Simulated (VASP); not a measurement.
## ZnSe: elastic constants with PBEsol

Crystal: ZnSe.

```xyz
2
Lattice="0.0000 2.6704 2.6704 2.6704 0.0000 2.6704 2.6704 2.6704 0.0000" Properties=species:S:1:pos:R:3 pbc="T T T"
Zn    0.0000    0.0000    0.0000
Se    4.0057    4.0057    4.0057
```

```json
{
 "Program": "VASP 6.6.1",
 "Task": "elastic constants",
 "Functional": "PBEsol",
 "Potentials or basis": "VASP PAW PBE potentials, release 64 (Zn, Se)",
 "Cutoff": "600 eV",
 "k mesh": "10 × 10 × 10",
 "Occupations": "gaussian, width 0.01 eV",
 "Spin": "no spin polarisation",
 "Dipole correction": "no",
 "Ions in elastic constants": "relaxed",
 "Further INCAR settings": "ALGO = Normal; EDIFF = 1e-08; IBRION = 6; POTIM = 0.015; NSW = 1; ISIF = 3"
}
```

| Quantity | Value |
| --- | --- |
| Elastic constants C11, C12, C44 | 131, 105, 36 GPa |
| Voigt bulk modulus | 114 GPa |
| Highest phonon frequency at Γ, LO-TO splitting left out | 273 cm⁻¹ |

Phonon frequencies in cm⁻¹ (negative: imaginary):
```csv
q point,frequencies
"(0.000, 0.000, 0.000)",0 0 0 273 273 273
```

Elastic tensor in Voigt notation (GPa, in the Cartesian axes of the cell as first typed):
```
131 105 105   0   0   0
105 131 105   0   0   0
105 105 131   0   0   0
  0   0   0  36   0   0
  0   0   0   0  36   0
  0   0   0   0   0  36
```

Clamped-ion elastic tensor (GPa):
```
131 105 105   0   0   0
105 131 105   0   0   0
105 105 131   0   0   0
  0   0   0 108   0   0
  0   0   0   0 108   0
  0   0   0   0   0 108
```

Run time: 22 min on 1 thread of Intel(R) Xeon(R) Platinum 8488C (Sapphire Rapids), on a shared host, peak memory 0.43 GiB.

Caveat: the cell is under stress, which shifts elastic constants; the PAW data sets were made with another functional, which shifts forces and pressure a little.
